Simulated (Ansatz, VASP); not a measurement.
Two plane-wave programs on Sb

```
Sb
1.0
     2.14560    1.23876    3.65874
    -2.14560    1.23876    3.65874
     0.00000   -2.47753    3.65874
Sb
2
Direct
  0.23594 0.23594 0.23594
  0.76406 0.76406 0.76406
```

Alike in both runs: task single point; functional LDA; k mesh 9 × 9 × 9; occupations fermi-dirac, width 0.3 eV; no spin polarisation.

|  | VASP | Ansatz |
| --- | --- | --- |
| version | VASP 6.6.1 | Ansatz 0.2.0 |
| potentials or method | VASP PAW LDA potentials, release 64 (Sb), cutoff 520 eV | plane waves (420 eV) with PAW, scalar-relativistic |
| valence electrons in the cell | 10 | 30 |

Ansatz gave:

```
pressure (GPa) : 0.2
```

Problem. What did VASP give for the same quantities?

Solution. Pressure (GPa): 0.4.

Ansatz warns that its potentials were made for another functional, while VASP's fit it. LDA's correlation is that of Perdew and Zunger in VASP and of Perdew and Wang (1992) in Ansatz. VASP's potentials hold 10 valence electrons a cell and Ansatz's 30, so a difference there can come from the potentials and not from the codes.

Spin-orbit coupling is off throughout.
